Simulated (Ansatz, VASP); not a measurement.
**Si5Sn: VASP beside Ansatz**

```xyz
6
Lattice="5.0944 0.0000 0.0000 -2.5472 4.4119 0.0000 0.0000 0.0000 4.6596" Properties=species:S:1:pos:R:3 pbc="T T T"
Si    1.2872    2.2295    0.0000
Si    0.0000    2.9412    2.3298
Si   -1.2600    2.1823    0.0000
Si    2.5199    0.0000    0.0000
Si    2.5472    1.4706    2.3298
Sn    0.0000    0.0000    2.3298
```

Change from the starting cell: species swapped into the MgPd5 type (P-62m, No. 189).

Alike in both runs: functional PBE; k mesh 6 × 6 × 4; occupations gaussian, width 0.1 eV; no spin polarisation.

Ansatz relaxed the structure, and its values are those at the end. VASP's run is a single point on that final structure, the one shown.

```csv
,VASP,Ansatz
version,VASP 6.6.1,Ansatz 0.2.0
potentials or method,"VASP PAW PBE potentials, release 64 (Si, Sn_d), cutoff 520 eV","scalar-relativistic, plane waves, PAW"
valence electrons in the cell,34,34
```

```csv
,VASP,Ansatz,Ansatz less VASP
gap on the k mesh at the Fermi level (eV),none,none,-
pressure (GPa),0.1,0.1,+0.04
```

A gap of «none» marks a metal or a gap that the smearing closes.
